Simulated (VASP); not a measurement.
Runs of VASP 6.6.1 on AgO2 (fluorite type). The structure is that of space group Fm-3m (No. 225), or close to it. The cells are those of the table. 

| level | cell | k mesh | smearing | gap on the mesh (eV) | pressure (GPa) |
| --- | --- | --- | --- | --- | --- |
| r2SCAN | a = 3.662 Å, angles 60.0°, 3 atoms | 11 × 11 × 11 | fermi-dirac 0.1 eV | none | (a) |
| r2SCAN | a = 3.698 Å, angles 60.0°, 3 atoms | 11 × 11 × 11 | fermi-dirac 0.1 eV | none | (b) |
| PBE | a = 3.575 Å, angles 60.0°, 3 atoms | 18 × 18 × 18 | fermi-dirac 0.0612256 eV | none | 10.4 |
| PBE | a = 3.601 Å, angles 60.0°, 3 atoms | 18 × 18 × 18 | fermi-dirac 0.0612256 eV | none | 6.5 |
| r2SCAN | a = 3.588 Å, angles 60.0°, 3 atoms | 11 × 11 × 11 | fermi-dirac 0.1 eV | none | 3.1 |
| r2SCAN | a = 3.626 Å, angles 60.0°, 3 atoms | 11 × 11 × 11 | fermi-dirac 0.1 eV | none | -2.1 |

Alike in all rows: task single point; potentials or basis VASP PAW PBE potentials, release 64 (Ag, O); no spin polarisation; cutoff (eV) 520.

Problem. Estimate the missing entries.

Solution. (a) -6.4; (b) -10.0.

Caveats: an odd number of electrons without spin polarisation forces a metal; a magnetic or distorted state may lie lower; the PAW data sets were made with another functional, which shifts forces and pressure a little (at least some runs); the cell stands under pressure (at least some runs); the cell stands under tension (at least some runs).

A k mesh can miss the band edges, and the runs leave out spin-orbit coupling on Ag.

A gap of «none» marks levels without a gap at the run's occupations.
